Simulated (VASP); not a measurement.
Write the native input for VASP 6.6.1 that does the following.

| Quantity | Value |
| --- | --- |
| Task | single point |
| Functional | r2SCAN |
| Potentials or basis | VASP PAW PBE potentials, release 64 (Ca_sv, Tl_d, Bi_d) |
| Cutoff | 520 eV |
| k mesh | 6 × 6 × 4 |
| Occupations | methfessel-paxton, width 0.1776 eV |
| Spin | no spin polarisation |
| Dipole correction | no |
| Further INCAR settings | ALGO = Normal; EDIFF = 1e-07; NBANDS = 41 |

The system is CaTl2Bi2.

```
CELL_PARAMETERS angstrom
5.12978 0.00000 0.00000
-2.56489 4.44252 0.00000
0.00000 0.00000 8.30913
ATOMIC_POSITIONS crystal
Ca 0.00000 0.00000 0.00000
Tl 0.33333 0.66667 0.62840
Tl 0.66667 0.33333 0.37160
Bi 0.33333 0.66667 0.19766
Bi 0.66667 0.33333 0.80234
```

One way to write it, as run:

POSCAR

```
CaTl2Bi2
1.0
    5.1297845046      0.0000002887      0.0000000000
   -2.5648925023      4.4425235526      0.0000000000
    0.0000000000      0.0000000000      8.3091280000
Ca Tl Bi
1 2 2
Direct
    0.0000000000      0.0000000000      0.0000000000
    0.3333333333      0.6666666667      0.6284034135
    0.6666666667      0.3333333333      0.3715965865
    0.3333333333      0.6666666667      0.1976599272
    0.6666666667      0.3333333333      0.8023400728
```

INCAR.step1

```
SYSTEM = CaTl2Bi2
PREC     = Accurate       ! precision mode
ENCUT    = 520            ! plane-wave cutoff, eV
ISMEAR   = 1              ! smearing method
SIGMA    = 0.1776         ! smearing width, eV
LREAL    = .FALSE.        ! projectors in reciprocal space
LASPH    = .TRUE.         ! aspherical terms in the spheres
NELM     = 100            ! most SCF steps
NBANDS   = 41             ! bands
GGA      = PE             ! functional
ALGO     = Normal         ! electronic algorithm
EDIFF    = 1E-4           ! SCF threshold, eV
LWAVE    = .TRUE.         ! write WAVECAR
LCHARG   = .FALSE.        ! write CHGCAR
```

INCAR.step2

```
SYSTEM = CaTl2Bi2
PREC     = Accurate       ! precision mode
ENCUT    = 520            ! plane-wave cutoff, eV
EDIFF    = 1E-7           ! SCF threshold, eV
ISMEAR   = 1              ! smearing method
SIGMA    = 0.1776         ! smearing width, eV
LREAL    = .FALSE.        ! projectors in reciprocal space
LASPH    = .TRUE.         ! aspherical terms in the spheres
NELM     = 100            ! most SCF steps
ALGO     = Normal         ! electronic algorithm
ISIF     = 2              ! what is computed and relaxed
LWAVE    = .FALSE.        ! write WAVECAR
LCHARG   = .TRUE.         ! write CHGCAR
METAGGA  = R2SCAN         ! meta-GGA
LMIXTAU  = .TRUE.       
LELF     = .TRUE.         ! ELF
LVHAR    = .TRUE.       
NBANDS   = 41             ! bands
ISTART   = 1
```

KPOINTS

```
Automatic mesh
0
G
  6 6 4
  0 0 0
```

Potentials or basis: VASP PAW PBE potentials, release 64 (Ca_sv, Tl_d, Bi_d).

Launch:

```console
$ cat potpaw_PBE.64/Ca_sv/POTCAR potpaw_PBE.64/Tl_d/POTCAR potpaw_PBE.64/Bi_d/POTCAR > POTCAR
$ cp INCAR.step1 INCAR
$ mpirun -np 1 vasp_std > vasp.out
$ cp INCAR.step2 INCAR
$ mpirun -np 1 vasp_std > vasp.out
```

Results of the run:

| Item | Value |
| --- | --- |
| Pressure | -2.0 GPa |
| Largest force | 0.027 eV/Å |
| Band gap on the k mesh | zero (bands 33 and 34 overlap by 1.29 eV) |

Caveat: the PAW data sets were made with another functional, which shifts forces and pressure a little; spin-orbit coupling is left out, which moves the levels of the heavy elements.

It took 16 min on 1 thread of AMD EPYC 7R43 64-Core Processor (Zen 3) (shared host), peak memory 0.43 GiB.
